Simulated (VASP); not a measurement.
# TaN (I4mm) in VASP: single point with LDA

Aim: the single point of TaN with LDA.

Everything below comes from runs of VASP 6.6.1. Logs are shortened: lines on timing, memory, paths and dates and some standing lists are left out, and cuts for length are marked.

## 1. The cell of the first run

The structure is tetragonal, space group I4mm (No. 107). The conventional cell has a = 3.075 Å, b = 3.075 Å, c = 4.349 Å, α = 90.00°, β = 90.00°, γ = 90.00°. Ta (site symmetry 4mm) has 6 N at 2.07 to 2.28 Å within 2.7 Å. Within 2.7 Å of N (site symmetry 4mm) lie 6 Ta at 2.07 to 2.28 Å.

## 2. Single point, LDA (atoms displaced along a vibrational mode)

The input, INCAR:

```
PREC = Accurate
ENCUT = 700
EDIFF = 1E-6
ISMEAR = 0
SIGMA = 0.15
LREAL = F
LASPH = T
NELM = 120
ALGO = Normal
ISIF = 2
LWAVE = F
LCHARG = F
NBANDS = 16
GGA_COMPAT = F
```

The input, KPOINTS:

```
regular mesh
0
Gamma
  18 18 18
```

The input, POSCAR:

```
TaN
1.0
    0.0000000000      2.1742693740      2.1742693740
    2.1742693740      0.0000000000      2.1742693740
    2.1742693740      2.1742693740      0.0000000000
Ta N
1 1
Direct
    0.4982554864      0.5017445136      0.5017445136
    0.0225363060     -0.0225363060     -0.0225363060
```

Potentials or basis: VASP PAW LDA potentials, release 64 (Ta_sv_GW, N).

Launch:

```sh
$ cat potpaw_LDA.64/Ta_sv_GW/POTCAR potpaw_LDA.64/N/POTCAR > POTCAR
$ mpirun -np 1 vasp_std > vasp.out
```

OUTCAR:

```text
PREC = Accurate
   ENCUT = 700
   EDIFF = 1E-6
   ISMEAR = 0
   LREAL = F
   LASPH = T
   NELM = 120
   ISIF = 2

 ion  position               nearest neighbor table
   1  0.498  0.502  0.502-   2 2.07   2 2.18   2 2.18   2 2.18   2 2.18   2 2.28
   2  0.023  0.977  0.977-   1 2.07   1 2.18   1 2.18   1 2.18   1 2.18   1 2.28

  LATTYP: Found a face centered cubic cell.
 ALAT       =     4.3485387480

  Lattice vectors:

 A1 = (   0.0000000000,   2.1742693740,   2.1742693740)
 A2 = (   2.1742693740,   0.0000000000,   2.1742693740)
 A3 = (   2.1742693740,   2.1742693740,   0.0000000000)

Analysis of symmetry for initial positions (statically):
=====================================================================
 Subroutine PRICEL returns:
 Original cell was already a primitive cell.

 Routine SETGRP: Setting up the symmetry group for a
 face centered cubic supercell.

 Subroutine GETGRP returns: Found  8 space group operations
 (whereof  8 operations were pure point group operations)
 out of a pool of 48 trial point group operations.

The static configuration has the point symmetry C_4v.

Analysis of symmetry for dynamics (positions and initial velocities):
=====================================================================
 Subroutine PRICEL returns:
 Original cell was already a primitive cell.

 Routine SETGRP: Setting up the symmetry group for a
 face centered cubic supercell.

 Subroutine GETGRP returns: Found  8 space group operations
 (whereof  8 operations were pure point group operations)
 out of a pool of 48 trial point group operations.

The dynamic configuration has the point symmetry C_4v.

 Subroutine INISYM returns: Found  8 space group operations
 (whereof  8 operations are pure point group operations),
 and found     1 'primitive' translations

----------------------------------------------------------------------------------------

                                     Primitive cell

  volume of cell :      20.5575

  direct lattice vectors                    reciprocal lattice vectors
     0.000000000  2.174269374  2.174269374    -0.229962306  0.229962306  0.229962306
     2.174269374  0.000000000  2.174269374     0.229962306 -0.229962306  0.229962306
     2.174269374  2.174269374  0.000000000     0.229962306  0.229962306 -0.229962306

  length of vectors
     3.074881237  3.074881237  3.074881237     0.398306399  0.398306399  0.398306399

  position of ions in fractional coordinates (direct lattice)
     0.498255486  0.501744514  0.501744514
     0.022536306  0.977463694  0.977463694

  ion indices of the primitive-cell ions
   primitive index   ion index
                 1           1
                 2           2

----------------------------------------------------------------------------------------

 KPOINTS: regular mesh

Automatic generation of k-mesh.
 Grid dimensions read from file:
 generate k-points for:   18   18   18

 Generating k-lattice:

  Cartesian coordinates                     Fractional coordinates (reciprocal lattice)
    -0.012775684  0.012775684  0.012775684     0.055555556  0.000000000  0.000000000
     0.012775684 -0.012775684  0.012775684     0.000000000  0.055555556  0.000000000
     0.012775684  0.012775684 -0.012775684     0.000000000  0.000000000  0.055555556

  Length of vectors
     0.022128133  0.022128133  0.022128133

  Shift w.r.t. Gamma in fractional coordinates (k-lattice)
     0.000000000  0.000000000  0.000000000

 Subroutine IBZKPT returns following result:
 ===========================================

 Found    480 irreducible k-points:

 Following reciprocal coordinates:
            Coordinates               Weight
  0.000000  0.000000  0.000000      1.000000
  0.055556  0.000000  0.000000      8.000000
  0.111111  0.000000  0.000000      8.000000
  0.166667  0.000000  0.000000      8.000000
  0.222222  0.000000  0.000000      8.000000
  0.277778  0.000000  0.000000      8.000000
[... 16 lines left out ...]
  0.388889  0.055556  0.000000     16.000000
  0.000000  0.388889  0.055556      8.000000
 [... further k-points ...]
   k-points           NKPTS =    480   k-points in BZ     NKDIM =    480   number of bands    NBANDS=     16
   number of dos      NEDOS =    301   number of ions     NIONS =      2
   total plane-waves  NPLWV =  21952
   dimension x,y,z NGX =    28 NGY =   28 NGZ =   28
   dimension x,y,z NGXF=    56 NGYF=   56 NGZF=   56
   ions per type =               1   1
   NGX,Y,Z   is equivalent  to a cutoff of  15.14, 15.14, 15.14 a.u.
   NGXF,Y,Z  is equivalent  to a cutoff of  30.28, 30.28, 30.28 a.u.
 SYSTEM =  unknown system
   PREC   = accura    normal or accurate (medium, high low for compatibility)
   ISTART =      0    job   : 0-new  1-cont  2-samecut
   ICHARG =      2    charge: 1-file 2-atom 10-const
   ISPIN  =      1    spin polarized calculation?
   LNONCOLLINEAR =      F non collinear calculations
   LSORBIT =      F    spin-orbit coupling
   LASPH  =      T    aspherical Exc in radial PAW
   ENCUT  =  700.0 eV  51.45 Ry    7.17 a.u.   6.63  6.63  6.63*2*pi/ulx,y,z
   NELM   =    120;   NELMIN=  2; NELMDL= -5     # of ELM steps
   EDIFF  = 0.1E-05   stopping-criterion for ELM
   LREAL  =      F    real-space projection
   EDIFFG = 0.1E-04   stopping-criterion for IOM
   NSW    =      0    number of steps for IOM
   IBRION =     -1    ionic relax: 0-MD 1-quasi-New 2-CG
   NFREE  =      0    steps in history (QN), initial steepest desc. (CG)
   ISIF   =      2    stress and relaxation
   ISYM   =      2    0-nonsym 1-usesym 2-fastsym
   POTIM  = 0.5000    time-step for ionic-motion
   TEBEG  =    0.0;   TEEND  =   0.0 temperature during run
   PSTRESS=    0.0 pullay stress
   NELECT =      18.0000    total number of electrons
   NUPDOWN=      -1.0000    fix difference up-down
   EMIN   =  10.00;   EMAX   =-10.00  energy-range for DOS
   EFERMI =   0.00;   METHOD = LEGACY
   ISMEAR =     0;   SIGMA  =   0.15  broadening in eV -4-tet -1-fermi 0-gaus
   EFERMI_NEDOS =   21; number of points for ismear=-14 and -15
   IALGO  =     38    algorithm
   IMIX   =      4    mixing-type and parameters
     AMIX     =   0.40;   BMIX     =  1.00
     AMIX_MAG =   1.60;   BMIX_MAG =  1.00
  volume/ion in A,a.u.               =      10.28        69.36
  Fermi-wavevector in a.u.,A,eV,Ry     =   1.566182  2.959655 33.374099  2.452927
  Thomas-Fermi vector in A             =   2.668548
   LORBIT       =      0    0 simple, 1 ext, 2 COOP (PROOUT), +10 PAW based schemes
   GGA     = CA    functional components
   LHFCALC =     F    Hartree Fock is set to
   AEXX    =    0.0000 exact exchange contribution
   IVDW    =     0    specifies the selected vdW correction
   LEPSILON=     F    determine dielectric tensor
   LRPA    =     F    only Hartree local field effects (RPA)
 non-spin polarized calculation
 Gauss-broadening in eV      SIGMA  =   0.15
  energy-cutoff  :      700.00
  volume of cell :       20.56
 maximum number of plane-waves:       893
   NGX = 13   NGY = 13   NGZ = 13

 number of electron      18.0000000 magnetization

 Free energy of the ion-electron system (eV)
  ---------------------------------------------------
  ext. energy  EPLUGINS =         0.00000000
  ---------------------------------------------------
  free energy    TOTEN  =       -26.62515364 eV

  energy without entropy =      -26.61636848  energy(sigma->0) =      -26.62076106

 E-fermi :  13.9954     XC(G=0): -14.2541

 val. band max:       13.9822025470   @ k =   0.3889   0.1667  -0.2778
 cond. band min:      13.9980602629   @ k =   0.0000   0.2778   0.0556
 fundamental gap:      0.0158577159
 Fermi energy:        13.9953503876

 k-point     1 :       0.0000    0.0000    0.0000
  band No.  band energies     occupation
      1     -55.0306      2.00000
      2     -21.4571      2.00000
      3     -21.4435      2.00000
      4     -21.4435      2.00000
      5      -4.8468      2.00000
      6       9.8312      2.00000
[... 8 lines left out ...]
     15      23.2411      0.00000
     16      38.5979      0.00000

 k-point     2 :       0.0556    0.0000    0.0000
  band No.  band energies     occupation
      1     -55.0284      2.00000
      2     -21.4827      2.00000
      3     -21.4534      2.00000
      4     -21.4464      2.00000
      5      -4.7654      2.00000
      6       9.3245      2.00000
[... 8 lines left out ...]
     15      23.4823      0.00000
     16      37.4081      0.00000

 k-point     3 :       0.1111    0.0000    0.0000
  band No.  band energies     occupation
      1     -55.0225      2.00000
      2     -21.5745      2.00000
      3     -21.4629      2.00000
      4     -21.4548      2.00000
      5      -4.5284      2.00000
      6       8.5175      2.00000
[... 8 lines left out ...]
     15      24.1652      0.00000
     16      35.4061      0.00000

 k-point     4 :       0.1667    0.0000    0.0000
  band No.  band energies     occupation
      1     -55.0134      2.00000
      2     -21.7136      2.00000
      3     -21.4758      2.00000
      4     -21.4676      2.00000
      5      -4.1568      2.00000
      6       7.5907      2.00000
[... 8 lines left out ...]
     15      25.1585      0.00000
     16      33.4573      0.00000
[... 324 lines left out ...]
 k-point    22 :       0.0000    0.3333    0.0556
  band No.  band energies     occupation
      1     -54.9813      2.00000
      2     -22.1562      2.00000
      3     -21.5316      2.00000
      4     -21.5197      2.00000
      5      -2.7662      2.00000
      6       5.0799      2.00000
[... 8 lines left out ...]
     15      26.5126      0.00000
     16      29.4310      0.00000

 k-point    23 :       0.3889    0.0556    0.0000
  band No.  band energies     occupation
      1     -54.9715      2.00000
      2     -22.2880      2.00000
      3     -21.5488      2.00000
      4     -21.5320      2.00000
      5      -2.2636      2.00000
      6       4.3643      2.00000
[... 8 lines left out ...]
     15      26.0398      0.00000
     16      28.0753      0.00000

 k-point    24 :       0.0000    0.3889    0.0556
  band No.  band energies     occupation
      1     -54.9714      2.00000
      2     -22.2895      2.00000
      3     -21.5420      2.00000
      4     -21.5378      2.00000
      5      -2.2598      2.00000
      6       4.3631      2.00000
[... 8 lines left out ...]
     15      26.0877      0.00000
     16      28.0385      0.00000

 [... further k-points ...]

------------------------ aborting loop because EDIFF is reached ----------------------------------------

  FORCE on cell =-STRESS in cart. coord.  units (eV):
  Direction    XX          YY          ZZ          XY          YZ          ZX
  --------------------------------------------------------------------------------------
  -------------------------------------------------------------------------------------
  Total        0.9287412      0.1378158      0.1378158     -0.0000000     -0.0000000      0.0000000
  in kB       72.3827782     10.7408715     10.7408715     -0.0000000     -0.0000000      0.0000000
  external PRESSURE =      31.2881738 kB  Pullay stress =       0.0000000 kB

 VOLUME and BASIS-vectors are now :
 -----------------------------------------------------------------------------
  energy-cutoff  :      700.00
  volume of cell :       20.56
      direct lattice vectors                 reciprocal lattice vectors
     0.000000000  2.174269374  2.174269374    -0.229962306  0.229962306  0.229962306
     2.174269374  0.000000000  2.174269374     0.229962306 -0.229962306  0.229962306
     2.174269374  2.174269374  0.000000000     0.229962306  0.229962306 -0.229962306

 POSITION                                       TOTAL-FORCE (eV/Angst)
 -----------------------------------------------------------------------------------
      2.18186      2.17427      2.17427        -1.017869      0.000000      0.000000
      4.25054      2.17427      2.17427         1.017869      0.000000      0.000000
 -----------------------------------------------------------------------------------
    total drift:                               -0.000092     -0.000000     -0.000000

  FREE ENERGIE OF THE ION-ELECTRON SYSTEM (eV)
  ---------------------------------------------------
  free  energy   TOTEN  =       -26.6251536389 eV

  energy  without entropy=      -26.6163684777  energy(sigma->0) =      -26.62076106
```

Run time: 3 min. Hardware: 1 thread of Intel Xeon Platinum 8259CL at 2.50GHz (Skylake/Cascade Lake), shared host; peak memory 0.38 GiB.

Results:

```
Free energy            : -26.6252 eV
Pressure               : 3.1 GPa
Largest force          : 1.018 eV/Å
Band gap on the k mesh : zero (bands 9 and 10 overlap by 3.86 eV)
```

Forces on the atoms (eV/Å):
```
Ta  -1.018  0.000  0.000
N    1.018  0.000  0.000
```

Levels at points of the mesh, in eV from the Fermi level:
```tsv
k point	band 6	band 7	band 8	band 9	band 10	band 11	band 12	band 13
(0.00, 0.00, 0.00)	-4.16	-4.16	-4.11	-2.19	-1.84	-1.84	0.05	0.41
(0.50, 0.00, 0.00)	-10.57	-7.79	-7.76	1.95	2.04	2.09	3.99	7.66
(0.50, 0.50, 0.00)	-6.58	-6.15	-4.67	-4.10	2.30	3.76	3.76	4.93
(0.00, 0.50, 0.50)	-6.54	-5.67	-4.63	-4.63	2.22	3.75	3.75	4.81
```

Caveat: the cell differs from its parent crystal (atoms displaced along a vibrational mode); the stress differs along the axes, from 1 to 7 GPa; spin-orbit coupling is left out, which moves the levels of the heavy elements; forces of over 1 eV/Å act on the atoms, so gaps and moduli don't describe the material at rest.
